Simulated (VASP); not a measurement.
A run of VASP 6.6.1 is set up as follows.

INCAR

```
PREC = Accurate
ENCUT = 520
EDIFF = 1E-6
ISMEAR = 0
SIGMA = 0.01
LREAL = F
LASPH = T
NELM = 80
ALGO = Normal
ISIF = 2
LWAVE = F
LCHARG = F
GGA = CA
NBANDS = 26
```

Contents of KPOINTS:

```
Automatic mesh
0
Gamma
  6 6 4
```

The input POSCAR:

```
CdSe
1.0
    4.1079232928      0.0000000000      0.0000000000
   -2.0539616464      3.5575659284      0.0000000000
    0.0000000000      0.0000000000      6.7368396260
Cd Se
2 2
Direct
    0.3333333333      0.6666666667      0.0054688645
    0.6666666667      0.3333333333      0.5054688645
    0.3333333333      0.6666666667      0.3795311355
    0.6666666667      0.3333333333      0.8795311355
```

Potentials or basis: VASP PAW LDA potentials, release 64 (Cd, Se).

Launch:

```bash
$ cat potpaw_LDA.64/Cd/POTCAR potpaw_LDA.64/Se/POTCAR > POTCAR
$ mpirun -np 1 vasp_std > vasp.out
```

(1) What does it give for the pressure?

(2) Estimate the band gap on the k mesh.

## Answers

(1) 7.8 GPa.

(2) 0.69 eV.

Caveat: the cell stands under pressure; semilocal functionals underestimate gaps, and a narrow one can read as zero.
